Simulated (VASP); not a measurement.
# NaOs6 (Pm-3m) in VASP: single point with PBE

Aim: the single point of NaOs6 with PBE.

Everything below comes from runs of VASP 6.6.1. Logs are shortened: lines on timing, memory, paths and dates and some standing lists are left out, and cuts for length are marked.

## 1. The cell of the first run

It takes space group Pm-3m (No. 221, cubic). The conventional cell has a = 5.887 Å, b = 5.887 Å, c = 5.887 Å, α = 90.00°, β = 90.00°, γ = 90.00°. Na (site symmetry m-3m) has 24 Os at 4.32 Å within 5.7 Å. Os (site symmetry 4mm) has 5 Os at 2.33 to 2.52 Å within 3.1 Å.

## 2. Single point, PBE

INCAR reads:

```
  PREC = Accurate
  ENCUT = 520
  EDIFF = 1E-6
  ISMEAR = 0
  SIGMA = 0.1
  LREAL = False
  LASPH = True
  NELM = 100
  ALGO = Normal
  ISIF = 2
  LWAVE = False
  LCHARG = False
  GGA = PE
  NBANDS = 36
```

KPOINTS reads:

```
Automatic mesh
0
Gamma
  4 4 4
```

POSCAR reads:

```
NaOs6
1.0
    5.8867959260      0.0000000000      0.0000000000
    0.0000000000      5.8867959260      0.0000000000
    0.0000000000      0.0000000000      5.8867959260
Na Os
1 6
Direct
    0.0000000000      0.0000000000      0.0000000000
    0.1975184731      0.5000000000      0.5000000000
    0.5000000000      0.1975184731      0.5000000000
    0.8024815269      0.5000000000      0.5000000000
    0.5000000000      0.8024815269      0.5000000000
    0.5000000000      0.5000000000      0.1975184731
    0.5000000000      0.5000000000      0.8024815269
```

Potentials or basis: VASP PAW PBE potentials, release 64 (Na_pv, Os).

Run with:

```bash
$ cat potpaw_PBE.64/Na_pv/POTCAR potpaw_PBE.64/Os/POTCAR > POTCAR
$ mpirun -np 1 vasp_std > vasp.out
```

OUTCAR:

```text
PREC = Accurate
   ENCUT = 520
   EDIFF = 1E-6
   ISMEAR = 0
   LREAL = False
   LASPH = True
   NELM = 100
   ISIF = 2
   GGA = PE

 ion  position               nearest neighbor table
   1  0.000  0.000  0.000-
   2  0.198  0.500  0.500-   4 2.33   3 2.52   5 2.52   6 2.52   7 2.52
   3  0.500  0.198  0.500-   5 2.33   4 2.52   2 2.52   6 2.52   7 2.52
   4  0.802  0.500  0.500-   2 2.33   3 2.52   5 2.52   6 2.52   7 2.52
   5  0.500  0.802  0.500-   3 2.33   2 2.52   4 2.52   6 2.52   7 2.52
   6  0.500  0.500  0.198-   7 2.33   3 2.52   4 2.52   5 2.52   2 2.52
   7  0.500  0.500  0.802-   6 2.33   3 2.52   4 2.52   5 2.52   2 2.52

  LATTYP: Found a simple cubic cell.
 ALAT       =     5.8867959260

  Lattice vectors:

 A1 = (   5.8867959260,   0.0000000000,   0.0000000000)
 A2 = (   0.0000000000,   5.8867959260,   0.0000000000)
 A3 = (   0.0000000000,   0.0000000000,   5.8867959260)

Analysis of symmetry for initial positions (statically):
=====================================================================
 Subroutine PRICEL returns:
 Original cell was already a primitive cell.

 Routine SETGRP: Setting up the symmetry group for a
 simple cubic supercell.

 Subroutine GETGRP returns: Found 48 space group operations
 (whereof 48 operations were pure point group operations)
 out of a pool of 48 trial point group operations.

The static configuration has the point symmetry O_h .

Analysis of symmetry for dynamics (positions and initial velocities):
=====================================================================
 Subroutine PRICEL returns:
 Original cell was already a primitive cell.

 Routine SETGRP: Setting up the symmetry group for a
 simple cubic supercell.

 Subroutine GETGRP returns: Found 48 space group operations
 (whereof 48 operations were pure point group operations)
 out of a pool of 48 trial point group operations.

The dynamic configuration has the point symmetry O_h .

 Subroutine INISYM returns: Found 48 space group operations
 (whereof 48 operations are pure point group operations),
 and found     1 'primitive' translations

----------------------------------------------------------------------------------------

                                     Primitive cell

  volume of cell :     204.0032

  direct lattice vectors                    reciprocal lattice vectors
     5.886795926  0.000000000  0.000000000     0.169871695  0.000000000  0.000000000
     0.000000000  5.886795926  0.000000000     0.000000000  0.169871695  0.000000000
     0.000000000  0.000000000  5.886795926     0.000000000  0.000000000  0.169871695

  length of vectors
     5.886795926  5.886795926  5.886795926     0.169871695  0.169871695  0.169871695

  position of ions in fractional coordinates (direct lattice)
     0.000000000  0.000000000  0.000000000
     0.197518473  0.500000000  0.500000000
     0.500000000  0.197518473  0.500000000
     0.802481527  0.500000000  0.500000000
     0.500000000  0.802481527  0.500000000
     0.500000000  0.500000000  0.197518473
     0.500000000  0.500000000  0.802481527

  ion indices of the primitive-cell ions
   primitive index   ion index
                 1           1
                 2           2
                 3           3
                 4           4
                 5           5
                 6           6
                 7           7

----------------------------------------------------------------------------------------

 KPOINTS: Automatic mesh

Automatic generation of k-mesh.
 Grid dimensions read from file:
 generate k-points for:    4    4    4

 Generating k-lattice:

  Cartesian coordinates                     Fractional coordinates (reciprocal lattice)
     0.042467924  0.000000000  0.000000000     0.250000000  0.000000000  0.000000000
     0.000000000  0.042467924  0.000000000     0.000000000  0.250000000  0.000000000
     0.000000000  0.000000000  0.042467924     0.000000000  0.000000000  0.250000000

  Length of vectors
     0.042467924  0.042467924  0.042467924

  Shift w.r.t. Gamma in fractional coordinates (k-lattice)
     0.000000000  0.000000000  0.000000000

 Subroutine IBZKPT returns following result:
 ===========================================

 Found     10 irreducible k-points:

 Following reciprocal coordinates:
            Coordinates               Weight
  0.000000  0.000000  0.000000      1.000000
  0.250000  0.000000  0.000000      6.000000
  0.500000  0.000000  0.000000      3.000000
  0.250000  0.250000  0.000000     12.000000
  0.500000  0.250000  0.000000     12.000000
  0.500000  0.500000  0.000000      3.000000
  0.250000  0.250000  0.250000      8.000000
  0.500000  0.250000  0.250000     12.000000
  0.500000  0.500000  0.250000      6.000000
  0.500000  0.500000  0.500000      1.000000
   k-points           NKPTS =     10   k-points in BZ     NKDIM =     10   number of bands    NBANDS=     36
   number of dos      NEDOS =    301   number of ions     NIONS =      7
   total plane-waves  NPLWV = 110592
   dimension x,y,z NGX =    48 NGY =   48 NGZ =   48
   dimension x,y,z NGXF=    96 NGYF=   96 NGZF=   96
   ions per type =               1   6
   NGX,Y,Z   is equivalent  to a cutoff of  13.56, 13.56, 13.56 a.u.
   NGXF,Y,Z  is equivalent  to a cutoff of  27.11, 27.11, 27.11 a.u.
 SYSTEM =  unknown system
   PREC   = accura    normal or accurate (medium, high low for compatibility)
   ISTART =      0    job   : 0-new  1-cont  2-samecut
   ICHARG =      2    charge: 1-file 2-atom 10-const
   ISPIN  =      1    spin polarized calculation?
   LNONCOLLINEAR =      F non collinear calculations
   LSORBIT =      F    spin-orbit coupling
   LASPH  =      T    aspherical Exc in radial PAW
   ENCUT  =  520.0 eV  38.22 Ry    6.18 a.u.  10.95 10.95 10.95*2*pi/ulx,y,z
   NELM   =    100;   NELMIN=  2; NELMDL= -5     # of ELM steps
   EDIFF  = 0.1E-05   stopping-criterion for ELM
   LREAL  =      F    real-space projection
   EDIFFG = 0.1E-04   stopping-criterion for IOM
   NSW    =      0    number of steps for IOM
   IBRION =     -1    ionic relax: 0-MD 1-quasi-New 2-CG
   NFREE  =      0    steps in history (QN), initial steepest desc. (CG)
   ISIF   =      2    stress and relaxation
   ISYM   =      2    0-nonsym 1-usesym 2-fastsym
   POTIM  = 0.5000    time-step for ionic-motion
   TEBEG  =    0.0;   TEEND  =   0.0 temperature during run
   PSTRESS=    0.0 pullay stress
   NELECT =      55.0000    total number of electrons
   NUPDOWN=      -1.0000    fix difference up-down
   EMIN   =  10.00;   EMAX   =-10.00  energy-range for DOS
   EFERMI =   0.00;   METHOD = LEGACY
   ISMEAR =     0;   SIGMA  =   0.10  broadening in eV -4-tet -1-fermi 0-gaus
   EFERMI_NEDOS =   21; number of points for ismear=-14 and -15
   IALGO  =     38    algorithm
   IMIX   =      4    mixing-type and parameters
     AMIX     =   0.40;   BMIX     =  1.00
     AMIX_MAG =   1.60;   BMIX_MAG =  1.00
  volume/ion in A,a.u.               =      29.14       196.67
  Fermi-wavevector in a.u.,A,eV,Ry     =   1.057589  1.998553 15.218029  1.118494
  Thomas-Fermi vector in A             =   2.192867
   LORBIT       =      0    0 simple, 1 ext, 2 COOP (PROOUT), +10 PAW based schemes
   GGA     = PE    functional components
   LHFCALC =     F    Hartree Fock is set to
   AEXX    =    0.0000 exact exchange contribution
   IVDW    =     0    specifies the selected vdW correction
   LEPSILON=     F    determine dielectric tensor
   LRPA    =     F    only Hartree local field effects (RPA)
 non-spin polarized calculation
 Gauss-broadening in eV      SIGMA  =   0.10
  energy-cutoff  :      520.00
  volume of cell :      204.00
 maximum number of plane-waves:      5520
 NGX is ok and might be reduce to    48
   NGX = 21   NGY = 21   NGZ = 21

 number of electron      55.0000010 magnetization

 Free energy of the ion-electron system (eV)
  ---------------------------------------------------
  ext. energy  EPLUGINS =         0.00000000
  ---------------------------------------------------
  free energy    TOTEN  =       -58.14357322 eV

  energy without entropy =      -58.09268192  energy(sigma->0) =      -58.11812757

 E-fermi :   1.9509     XC(G=0):  -8.8153

 val. band max:        1.9259555754   @ k =   0.5000   0.2500   0.0000
 cond. band min:       1.9918951542   @ k =   0.5000   0.5000   0.2500
 fundamental gap:      0.0659395787
 Fermi energy:         1.9509380845

 k-point     1 :       0.0000    0.0000    0.0000
  band No.  band energies     occupation
      1     -23.0409      2.00000
      2     -23.0409      2.00000
      3     -23.0409      2.00000
      4      -7.2889      2.00000
      5      -3.4523      2.00000
      6      -3.4298      2.00000
[... 28 lines left out ...]
     35       4.0326      0.00000
     36       4.0326      0.00000

 k-point     2 :       0.2500    0.0000    0.0000
  band No.  band energies     occupation
      1     -23.0409      2.00000
      2     -23.0409      2.00000
      3     -23.0409      2.00000
      4      -7.0087      2.00000
      5      -3.9061      2.00000
      6      -3.3113      2.00000
[... 28 lines left out ...]
     35       3.5958      0.00000
     36       3.8404      0.00000

 k-point     3 :       0.5000    0.0000    0.0000
  band No.  band energies     occupation
      1     -23.0409      2.00000
      2     -23.0409      2.00000
      3     -23.0409      2.00000
      4      -6.6300      2.00000
      5      -4.4506      2.00000
      6      -3.0299      2.00000
[... 28 lines left out ...]
     35       3.7447      0.00000
     36       4.2691      0.00000
[... 196 lines left out ...]
 k-point     9 :       0.5000    0.5000    0.2500
  band No.  band energies     occupation
      1     -23.0409      2.00000
      2     -23.0409      2.00000
      3     -23.0409      2.00000
      4      -5.3317      2.00000
      5      -4.0680      2.00000
      6      -4.0680      2.00000
[... 28 lines left out ...]
     35       3.9657      0.00000
     36       4.1945      0.00000

 k-point    10 :       0.5000    0.5000    0.5000
  band No.  band energies     occupation
      1     -23.0409      2.00000
      2     -23.0409      2.00000
      3     -23.0409      2.00000
      4      -4.3558      2.00000
      5      -3.8455      2.00000
      6      -3.8455      2.00000
[... 28 lines left out ...]
     35       4.0251      0.00000
     36       4.0258      0.00000

------------------------ aborting loop because EDIFF is reached ----------------------------------------

  FORCE on cell =-STRESS in cart. coord.  units (eV):
  Direction    XX          YY          ZZ          XY          YZ          ZX
  --------------------------------------------------------------------------------------
  -------------------------------------------------------------------------------------
  Total       -0.4726304     -0.4726304     -0.4726304      0.0000000      0.0000000     -0.0000000
  in kB       -3.7118913     -3.7118913     -3.7118913      0.0000000      0.0000000     -0.0000000
  external PRESSURE =      -3.7118913 kB  Pullay stress =       0.0000000 kB

 VOLUME and BASIS-vectors are now :
 -----------------------------------------------------------------------------
  energy-cutoff  :      520.00
  volume of cell :      204.00
      direct lattice vectors                 reciprocal lattice vectors
     5.886795926  0.000000000  0.000000000     0.169871695  0.000000000  0.000000000
     0.000000000  5.886795926  0.000000000     0.000000000  0.169871695  0.000000000
     0.000000000  0.000000000  5.886795926     0.000000000  0.000000000  0.169871695

 POSITION                                       TOTAL-FORCE (eV/Angst)
 -----------------------------------------------------------------------------------
      0.00000      0.00000      0.00000        -0.000000     -0.000000     -0.000000
      1.16275      2.94340      2.94340        -0.080364     -0.000000     -0.000000
      2.94340      1.16275      2.94340        -0.000000     -0.080364     -0.000000
      4.72404      2.94340      2.94340         0.080364      0.000000     -0.000000
      2.94340      4.72404      2.94340         0.000000      0.080364     -0.000000
      2.94340      2.94340      1.16275        -0.000000      0.000000     -0.080364
      2.94340      2.94340      4.72404         0.000000     -0.000000      0.080364
 -----------------------------------------------------------------------------------
    total drift:                                0.000000      0.000000     -0.000000

  FREE ENERGIE OF THE ION-ELECTRON SYSTEM (eV)
  ---------------------------------------------------
  free  energy   TOTEN  =       -58.1435732183 eV

  energy  without entropy=      -58.0926819201  energy(sigma->0) =      -58.11812757
```

Wall time 46 s (1 thread of Intel Xeon 6975P-C (Granite Rapids), shared host); peak memory 0.33 GiB.

What came out:

```
Free energy   : -58.1436 eV
Pressure      : -0.4 GPa
Largest force : 0.080 eV/Å
```

Forces on the atoms (eV/Å):
```
Na   0.000  0.000  0.000
Os  -0.080  0.000  0.000
Os   0.000 -0.080  0.000
Os   0.080  0.000  0.000
Os   0.000  0.080  0.000
Os   0.000  0.000 -0.080
Os   0.000  0.000  0.080
```

Caveat: spin-orbit coupling is left out, which moves the levels of the heavy elements.
